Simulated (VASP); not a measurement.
# ZrB2 (P6/mmm) in VASP: a series of runs

ZrB2 is run at these levels: PBEsol; tasks: relaxation of shape and atoms at fixed volume.

All numbers are computed with VASP 6.6.1; they aren't measurements. Logs are shortened: lines on timing, memory, paths and dates and some standing lists are left out, and cuts for length are marked.

### 1 The cell of the first run

Symmetry: P6/mmm, No. 191, hexagonal system. Conventional cell: a = 3.060 Å, b = 3.060 Å, c = 3.391 Å, α = 90.00°, β = 90.00°, γ = 120.00°. Within 3.2 Å of Zr (site symmetry 6/mmm) lie 12 B at 2.45 Å and 6 Zr at 3.06 Å. B (site symmetry -6m2) has 3 B at 1.77 Å within 2.3 Å.

### 2 Relaxation of shape and atoms at fixed volume, PBEsol (9.17 Å³/atom)

File INCAR:

```
  PREC = Accurate
  ENCUT = 600
  EDIFF = 1E-6
  ISMEAR = 0
  SIGMA = 0.1
  LREAL = False
  LASPH = True
  NELM = 100
  ALGO = Normal
  ISIF = 4
  LWAVE = False
  LCHARG = False
  GGA = PS
  IBRION = 2
  NSW = 50
  EDIFFG = -0.01
```

File KPOINTS:

```
Automatic mesh
0
Gamma
  18 18 12
```

File POSCAR:

```
ZrB2
1.0
    3.0604721218      0.0000000000      0.0000000000
   -1.5302360609      2.6504466051      0.0000000000
    0.0000000000      0.0000000000      3.3911980788
Zr B
1 2
Direct
    0.0000000000      0.0000000000      0.0000000000
    0.3333333333      0.6666666667      0.5000000000
    0.6666666667      0.3333333333      0.5000000000
```

Potentials or basis: VASP PAW PBE potentials, release 64 (Zr_sv, B).

The run is started by

```bash
cat potpaw_PBE.64/Zr_sv/POTCAR potpaw_PBE.64/B/POTCAR > POTCAR
mpirun -np 1 vasp_std > vasp.out
```

OUTCAR:

```text
PREC = Accurate
   ENCUT = 600
   EDIFF = 1E-6
   ISMEAR = 0
   LREAL = False
   LASPH = True
   NELM = 100
   ISIF = 4
   GGA = PS
   IBRION = 2
   NSW = 50
   EDIFFG = -0.01

 ion  position               nearest neighbor table
   1  0.000  0.000  0.000-   2 2.45   3 2.45   2 2.45   3 2.45   3 2.45   3 2.45   2 2.45   2 2.45
                             3 2.45   3 2.45   2 2.45   2 2.45
   2  0.333  0.667  0.500-   3 1.77   3 1.77   3 1.77   1 2.45   1 2.45   1 2.45   1 2.45   1 2.45
                             1 2.45
   3  0.667  0.333  0.500-   2 1.77   2 1.77   2 1.77   1 2.45   1 2.45   1 2.45   1 2.45   1 2.45
                             1 2.45

  LATTYP: Found a hexagonal cell.
 ALAT       =     3.0604721218
 C/A-ratio  =     1.1080637052

  Lattice vectors:

 A1 = (   3.0604721218,   0.0000000000,   0.0000000000)
 A2 = (  -1.5302360609,   2.6504466051,   0.0000000000)
 A3 = (   0.0000000000,   0.0000000000,   3.3911980788)

Analysis of symmetry for initial positions (statically):
=====================================================================
 Subroutine PRICEL returns:
 Original cell was already a primitive cell.

 Routine SETGRP: Setting up the symmetry group for a
 hexagonal supercell.

 Subroutine GETGRP returns: Found 24 space group operations
 (whereof 24 operations were pure point group operations)
 out of a pool of 24 trial point group operations.

The static configuration has the point symmetry D_6h.

Analysis of symmetry for dynamics (positions and initial velocities):
=====================================================================
 Subroutine PRICEL returns:
 Original cell was already a primitive cell.

 Routine SETGRP: Setting up the symmetry group for a
 hexagonal supercell.

 Subroutine GETGRP returns: Found 24 space group operations
 (whereof 24 operations were pure point group operations)
 out of a pool of 24 trial point group operations.

The dynamic configuration has the point symmetry D_6h.

 Subroutine INISYM returns: Found 24 space group operations
 (whereof 24 operations are pure point group operations),
 and found     1 'primitive' translations

----------------------------------------------------------------------------------------

                                     Primitive cell

  volume of cell :      27.5081

  direct lattice vectors                    reciprocal lattice vectors
     3.060472122  0.000000000  0.000000000     0.326746972  0.188647452  0.000000000
    -1.530236061  2.650446605  0.000000000     0.000000000  0.377294905  0.000000000
     0.000000000  0.000000000  3.391198079     0.000000000  0.000000000  0.294881035

  length of vectors
     3.060472122  3.060472122  3.391198079     0.377294905  0.377294905  0.294881035

  position of ions in fractional coordinates (direct lattice)
     0.000000000  0.000000000  0.000000000
     0.333333333  0.666666667  0.500000000
     0.666666667  0.333333333  0.500000000

  ion indices of the primitive-cell ions
   primitive index   ion index
                 1           1
                 2           2
                 3           3

----------------------------------------------------------------------------------------

 KPOINTS: Automatic mesh

Automatic generation of k-mesh.
 Grid dimensions read from file:
 generate k-points for:   18   18   12

 Generating k-lattice:

  Cartesian coordinates                     Fractional coordinates (reciprocal lattice)
     0.018152610  0.010480414  0.000000000     0.055555556  0.000000000  0.000000000
     0.000000000  0.020960828  0.000000000     0.000000000  0.055555556  0.000000000
     0.000000000  0.000000000  0.024573420     0.000000000  0.000000000  0.083333333

  Length of vectors
     0.020960828  0.020960828  0.024573420

  Shift w.r.t. Gamma in fractional coordinates (k-lattice)
     0.000000000  0.000000000  0.000000000

 Subroutine IBZKPT returns following result:
 ===========================================

 Found    259 irreducible k-points:

 Following reciprocal coordinates:
            Coordinates               Weight
  0.000000  0.000000  0.000000      1.000000
  0.055556 -0.000000  0.000000      6.000000
  0.111111 -0.000000  0.000000      6.000000
  0.166667 -0.000000  0.000000      6.000000
  0.222222 -0.000000  0.000000      6.000000
  0.277778 -0.000000  0.000000      6.000000
[... 16 lines left out ...]
  0.333333  0.111111  0.000000     12.000000
  0.388889  0.111111  0.000000     12.000000
 [... further k-points ...]
   k-points           NKPTS =    259   k-points in BZ     NKDIM =    259   number of bands    NBANDS=     13
   number of dos      NEDOS =    301   number of ions     NIONS =      3
   total plane-waves  NPLWV =  16128
   dimension x,y,z NGX =    24 NGY =   24 NGZ =   28
   dimension x,y,z NGXF=    48 NGYF=   48 NGZF=   56
   ions per type =               1   2
   NGX,Y,Z   is equivalent  to a cutoff of  13.04, 13.04, 13.73 a.u.
   NGXF,Y,Z  is equivalent  to a cutoff of  26.07, 26.07, 27.45 a.u.
 SYSTEM =  unknown system
   PREC   = accura    normal or accurate (medium, high low for compatibility)
   ISTART =      0    job   : 0-new  1-cont  2-samecut
   ICHARG =      2    charge: 1-file 2-atom 10-const
   ISPIN  =      1    spin polarized calculation?
   LNONCOLLINEAR =      F non collinear calculations
   LSORBIT =      F    spin-orbit coupling
   LASPH  =      T    aspherical Exc in radial PAW
   ENCUT  =  600.0 eV  44.10 Ry    6.64 a.u.   6.11  6.11  6.77*2*pi/ulx,y,z
   NELM   =    100;   NELMIN=  2; NELMDL= -5     # of ELM steps
   EDIFF  = 0.1E-05   stopping-criterion for ELM
   LREAL  =      F    real-space projection
   EDIFFG = -.1E-01   stopping-criterion for IOM
   NSW    =     50    number of steps for IOM
   IBRION =      2    ionic relax: 0-MD 1-quasi-New 2-CG
   NFREE  =      1    steps in history (QN), initial steepest desc. (CG)
   ISIF   =      4    stress and relaxation
   ISYM   =      2    0-nonsym 1-usesym 2-fastsym
   POTIM  = 0.5000    time-step for ionic-motion
   TEBEG  =    0.0;   TEEND  =   0.0 temperature during run
   PSTRESS=    0.0 pullay stress
   NELECT =      18.0000    total number of electrons
   NUPDOWN=      -1.0000    fix difference up-down
   EMIN   =  10.00;   EMAX   =-10.00  energy-range for DOS
   EFERMI =   0.00;   METHOD = LEGACY
   ISMEAR =     0;   SIGMA  =   0.10  broadening in eV -4-tet -1-fermi 0-gaus
   EFERMI_NEDOS =   21; number of points for ismear=-14 and -15
   IALGO  =     38    algorithm
   IMIX   =      4    mixing-type and parameters
     AMIX     =   0.40;   BMIX     =  1.00
     AMIX_MAG =   1.60;   BMIX_MAG =  1.00
  volume/ion in A,a.u.               =       9.17        61.88
  Fermi-wavevector in a.u.,A,eV,Ry     =   1.421277  2.685824 27.484161  2.020029
  Thomas-Fermi vector in A             =   2.542104
   LORBIT       =      0    0 simple, 1 ext, 2 COOP (PROOUT), +10 PAW based schemes
   GGA     = PS    functional components
   LHFCALC =     F    Hartree Fock is set to
   AEXX    =    0.0000 exact exchange contribution
   IVDW    =     0    specifies the selected vdW correction
   LEPSILON=     F    determine dielectric tensor
   LRPA    =     F    only Hartree local field effects (RPA)
 conjugate gradient relaxation of ions
 non-spin polarized calculation
 Gauss-broadening in eV      SIGMA  =   0.10
  energy-cutoff  :      600.00
  volume of cell :       27.51
 maximum number of plane-waves:       942
   NGX = 13   NGY = 13   NGZ = 13

--------------------------------------- Ionic step        1  -------------------------------------------

 number of electron      18.0000000 magnetization

 Free energy of the ion-electron system (eV)
  ---------------------------------------------------
  ext. energy  EPLUGINS =         0.00000000
  ---------------------------------------------------
  free energy    TOTEN  =       -26.17415676 eV

  energy without entropy =      -26.17321287  energy(sigma->0) =      -26.17368481

------------------------ aborting loop because EDIFF is reached ----------------------------------------

  FORCE on cell =-STRESS in cart. coord.  units (eV):
  Direction    XX          YY          ZZ          XY          YZ          ZX
  --------------------------------------------------------------------------------------
  -------------------------------------------------------------------------------------
  Total        4.9691020      4.9691020      4.8878119      0.0000000     -0.0000000      0.0000000
  in kB      289.4195373    289.4195374    284.6848936      0.0000000     -0.0000000      0.0000000
  external PRESSURE =     287.8413228 kB  Pullay stress =       0.0000000 kB

 VOLUME and BASIS-vectors are now :
 -----------------------------------------------------------------------------
  energy-cutoff  :      600.00
  volume of cell :       27.51
      direct lattice vectors                 reciprocal lattice vectors
     3.060472122  0.000000000  0.000000000     0.326746972  0.188647452  0.000000000
    -1.530236061  2.650446605  0.000000000     0.000000000  0.377294905  0.000000000
     0.000000000  0.000000000  3.391198079     0.000000000  0.000000000  0.294881035

 POSITION                                       TOTAL-FORCE (eV/Angst)
 -----------------------------------------------------------------------------------
      0.00000      0.00000      0.00000        -0.000000      0.000000     -0.000000
     -0.00000      1.76696      1.69560         0.000000      0.000000      0.000000
      1.53024      0.88348      1.69560        -0.000000      0.000000     -0.000000
 -----------------------------------------------------------------------------------
    total drift:                               -0.000000      0.000000      0.000000

  FREE ENERGIE OF THE ION-ELECTRON SYSTEM (eV)
  ---------------------------------------------------
  free  energy   TOTEN  =       -26.1741567554 eV

  energy  without entropy=      -26.1732128698  energy(sigma->0) =      -26.17368481

--------------------------------------- Ionic step        2  -------------------------------------------

 number of electron      18.0000000 magnetization

 Free energy of the ion-electron system (eV)
  ---------------------------------------------------
  ext. energy  EPLUGINS =         0.00000000
  ---------------------------------------------------
  free energy    TOTEN  =       -26.17418831 eV

  energy without entropy =      -26.17323722  energy(sigma->0) =      -26.17371277

 E-fermi :  11.7381     XC(G=0): -13.0680

 val. band max:       11.7303383850   @ k =   0.2222   0.2222   0.0833
 cond. band min:      11.7720244948   @ k =   0.3889   0.2222   0.0000
 fundamental gap:      0.0416861098
 Fermi energy:        11.7381146360

 k-point     1 :       0.0000    0.0000    0.0000
  band No.  band energies     occupation
      1     -36.4431      2.00000
      2     -14.7361      2.00000
      3     -13.9923      2.00000
      4     -13.9923      2.00000
      5      -1.4806      2.00000
      6       8.7938      2.00000
      7       8.7938      2.00000
      8       8.8320      2.00000
      9       9.5303      2.00000
     10      15.6200      0.00000
     11      15.6200      0.00000
     12      16.5473      0.00000
     13      16.5473      0.00000

 k-point     2 :       0.0556   -0.0000    0.0000
  band No.  band energies     occupation
      1     -36.4377      2.00000
      2     -14.7284      2.00000
      3     -14.0374      2.00000
      4     -14.0018      2.00000
      5      -1.4104      2.00000
      6       8.6087      2.00000
      7       8.8052      2.00000
      8       8.9012      2.00000
      9       9.4345      2.00000
     10      15.5724      0.00000
     11      15.7469      0.00000
[... 339 lines left out ...]
 k-point    24 :       0.3889    0.1111    0.0000
  band No.  band energies     occupation
      1     -36.2592      2.00000
      2     -15.2581      2.00000
      3     -14.4726      2.00000
      4     -14.3944      2.00000
      5       2.0758      2.00000
      6       3.7618      2.00000
      7       7.1961      2.00000
      8       7.6514      2.00000
      9      10.1027      2.00000
     10      12.1668      0.00000
     11      15.4711      0.00000
     12      16.8204      0.00000
     13      17.5225      0.00000

 [... further k-points ...]

------------------------ aborting loop because EDIFF is reached ----------------------------------------

  FORCE on cell =-STRESS in cart. coord.  units (eV):
  Direction    XX          YY          ZZ          XY          YZ          ZX
  --------------------------------------------------------------------------------------
  -------------------------------------------------------------------------------------
  Total        4.9377345      4.9377345      4.9450317      0.0000000      0.0000000     -0.0000000
  in kB      287.5925792    287.5925792    288.0175928      0.0000000      0.0000000     -0.0000000
  external PRESSURE =     287.7342504 kB  Pullay stress =       0.0000000 kB

 VOLUME and BASIS-vectors are now :
 -----------------------------------------------------------------------------
  energy-cutoff  :      600.00
  volume of cell :       27.51
      direct lattice vectors                 reciprocal lattice vectors
     3.061806269  0.000000000  0.000000000     0.326604596  0.188565251  0.000000000
    -1.530903135  2.651602011 -0.000000000     0.000000000  0.377130503  0.000000000
     0.000000000 -0.000000000  3.388243370     0.000000000  0.000000000  0.295138185

 POSITION                                       TOTAL-FORCE (eV/Angst)
 -----------------------------------------------------------------------------------
      3.06181     -0.00000      3.38824         0.000000     -0.000000     -0.000000
     -0.00000      1.76773      1.69412         0.000000      0.000000     -0.000000
      1.53090      0.88387      1.69412        -0.000000     -0.000000      0.000000
 -----------------------------------------------------------------------------------
    total drift:                                0.000000      0.000000     -0.000000

  FREE ENERGIE OF THE ION-ELECTRON SYSTEM (eV)
  ---------------------------------------------------
  free  energy   TOTEN  =       -26.1741883095 eV

  energy  without entropy=      -26.1732372209  energy(sigma->0) =      -26.17371277

 reached required accuracy - stopping structural energy minimisation
```

Wall time 62 s (1 thread of AMD EPYC 9R45 (Zen 5), shared host); peak memory 0.21 GiB.

What came out:

| Quantity | Value |
| --- | --- |
| Free energy | -26.1742 eV |
| Energy gained by relaxing | 0.0 meV/atom |
| Ionic steps | 2 |
| Pressure after relaxing | 28.8 GPa |
| Band gap on the k mesh | zero (bands 9 and 10 overlap by 1.32 eV) |

Final structure:
```yaml
crystal:
  lattice:
    - [3.06181, 0.00000, 0.00000]
    - [-1.53090, 2.65160, 0.00000]
    - [0.00000, 0.00000, 3.38824]
  atoms:
    - { symbol: Zr, position: [0.00000, 0.00000, 0.00000] }
    - { symbol: B, position: [0.33333, 0.66667, 0.50000] }
    - { symbol: B, position: [0.66667, 0.33333, 0.50000] }
```

Levels at points of the mesh, in eV from the Fermi level:
```tsv
k point	band 7	band 8	band 9	band 10	band 11	band 12
(0.00, 0.00, 0.00)	-2.94	-2.91	-2.21	3.88	3.88	4.81
(0.50, 0.00, 0.00)	-4.29	-3.20	-3.09	2.46	2.59	5.61
(0.00, 0.00, 0.50)	-1.05	-1.05	0.24	0.24	0.82	0.82
(0.50, 0.00, 0.50)	-5.09	-4.56	-1.71	4.40	4.63	6.09
```

Caveat: the PAW data sets were made with another functional, which shifts forces and pressure a little.

### 3 Relaxation of shape and atoms at fixed volume, PBEsol (9.47 Å³/atom)

This run uses another cell than the first one, of 9.47 Å³/atom.

File INCAR:

```
PREC = Accurate ; ENCUT = 600
EDIFF = 1E-7 ; ISMEAR = 0
SIGMA = 0.1 ; LREAL = False
LASPH = True ; NELM = 80
ALGO = Normal ; ISIF = 4
LWAVE = False ; LCHARG = False
GGA = PS ; IBRION = 2
NSW = 50 ; EDIFFG = -0.01
```

KPOINTS is that of step 2.

File POSCAR:

```
ZrB2
1.0
    3.0922462698      0.0000000000      0.0000000000
   -1.5461231349      2.6779638244      0.0000000000
    0.0000000000      0.0000000000      3.4313761302
Zr B
1 2
Direct
    0.0000000000      0.0000000000      0.0000000000
    0.3333333333      0.6666666667      0.5000000000
    0.6666666667      0.3333333333      0.5000000000
```

Potentials or basis: VASP PAW PBE potentials, release 64 (Zr_sv, B).

The run is started by

```bash
cat potpaw_PBE.64/Zr_sv/POTCAR potpaw_PBE.64/B/POTCAR > POTCAR
mpirun -np 1 vasp_std > vasp.out
```

Wall time 90 s (1 thread of AMD EPYC 9R45 (Zen 5), shared host); peak memory 0.23 GiB.

Results (log left out):

```yaml
Free_energy: -26.3060 eV
Energy_gained_by_relaxing: 0.0 meV/atom
Ionic_steps: 2
Pressure_after_relaxing: 17.8 GPa
Band_gap_on_the_k_mesh: zero (bands 9 and 10 overlap by 1.29 eV)
```

Final structure:
```
Zr B
1.0
     3.09384    0.00000    0.00000
    -1.54692    2.67935    0.00000
     0.00000    0.00000    3.42783
Zr B
1 2
Direct
  0.00000 0.00000 0.00000
  0.33333 0.66667 0.50000
  0.66667 0.33333 0.50000
```

Levels at points of the mesh, in eV from the Fermi level:
```
           k point  band 7  band 8  band 9  band 10  band 11  band 12
(0.00, 0.00, 0.00)   -2.87   -2.83   -2.26     3.72     3.72     4.62
(0.50, 0.00, 0.00)   -4.19   -3.17   -2.99     2.39     2.49     5.39
(0.00, 0.00, 0.50)   -1.04   -1.04    0.24     0.24     0.79     0.79
(0.50, 0.00, 0.50)   -4.96   -4.45   -1.82     4.19     4.45     5.84
```

Caveat: the PAW data sets were made with another functional, which shifts forces and pressure a little.

The gap in the log of VASP goes by the Fermi energy; the results here count the filled bands.